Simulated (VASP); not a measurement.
Here is a VASP 6.6.1 calculation.

Contents of INCAR:

```
  PREC = Accurate
  ENCUT = 520
  EDIFF = 1E-7
  ISMEAR = -1
  SIGMA = 0.05
  LREAL = F
  LASPH = T
  NELM = 150
  ALGO = Normal
  ISIF = 2
  LWAVE = F
  LCHARG = F
  LMAXMIX = 4
  LDAU = T
  LDAUTYPE = 2
  LDAUL = 2 -1
  LDAUU = 2 0
  LDAUJ = 0 0
  LDAUPRINT = 1
  GGA = CA
  NBANDS = 19
```

The input KPOINTS:

```
regular mesh
0
Gamma
  9 9 3
```

POSCAR

```
TiTe2
1.0
    3.0255700000      0.0000000000      0.0000000000
    0.0000000000      3.0255700000      0.0000000000
    0.0000000000      0.0000000000      9.3016300000
Ti Te
1 2
Direct
    0.0000000000      0.0000000000      0.0000000000
    0.0000000000      0.0000000000      0.2943100000
    0.0000000000      0.0000000000      0.7056900000
```

Potentials or basis: VASP PAW LDA potentials, release 64 (Ti_sv, Te).

Run with:

```console
$ cat potpaw_LDA.64/Ti_sv/POTCAR potpaw_LDA.64/Te/POTCAR > POTCAR
$ mpirun -np 1 vasp_std > vasp.out
```

Task: Predict the pressure.

Result: -0.4 GPa.

Task: Estimate the largest force.

Result: 0.118 eV/Å.

Task: Estimate the band gap on the k mesh.

Result: Zero (band 12 reaches 7.96 eV, above the bottom of band 13 at 5.90 eV).

Stress tensor (GPa, compression positive):
```
-0.10  0.00  0.00
 0.00 -0.10  0.00
 0.00  0.00 -1.04
```

Caveat: spin-orbit coupling is left out, which moves the levels of the heavy elements; U without spin polarisation on a metal has little footing; the U is typed as a test and isn't derived for this compound.
